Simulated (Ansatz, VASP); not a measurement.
## Two plane-wave programs on Ta3SiC2

```
Ta Si C
1.0
     5.73040    0.00000    0.00000
    -2.86520    4.96267    0.00000
     0.00000    0.00000    3.00047
Ta Si C
3 1 2
Direct
  0.50000 0.00000 0.50000
  0.50000 0.50000 0.50000
  0.00000 0.50000 0.50000
  0.00000 0.00000 0.00000
  0.33333 0.66667 0.00000
  0.66667 0.33333 0.00000
```

Change from the starting cell: species swapped into the GdAl3Pd2 type (P6/mmm, No. 191).

Alike in both runs: functional PBE; k mesh 12 × 12 × 12; occupations gaussian, width 0.1 eV; no spin polarisation.

Ansatz relaxed the structure, and its values are those at the end. VASP's run is a single point on that final structure, the one shown.

|  | VASP | Ansatz |
| --- | --- | --- |
| version | VASP 6.6.1 | Ansatz 0.2.0 |
| potentials or method | VASP PAW PBE potentials, release 64 (Ta_pv, Si, C), cutoff 520 eV | scalar-relativistic, plane waves, PAW |
| valence electrons in the cell | 45 | 51 |

|  | VASP | Ansatz | Ansatz less VASP |
| --- | --- | --- | --- |
| gap on the k mesh at the Fermi level (eV) | none | none | - |
| pressure (GPa) | 0.4 | 0.0 | -0.38 |

A gap of «none» marks a metal or a gap that the smearing closes. VASP's potentials hold 45 valence electrons a cell and Ansatz's 51, so a difference there can come from the potentials and not from the codes.

Neither program's run includes spin-orbit coupling.
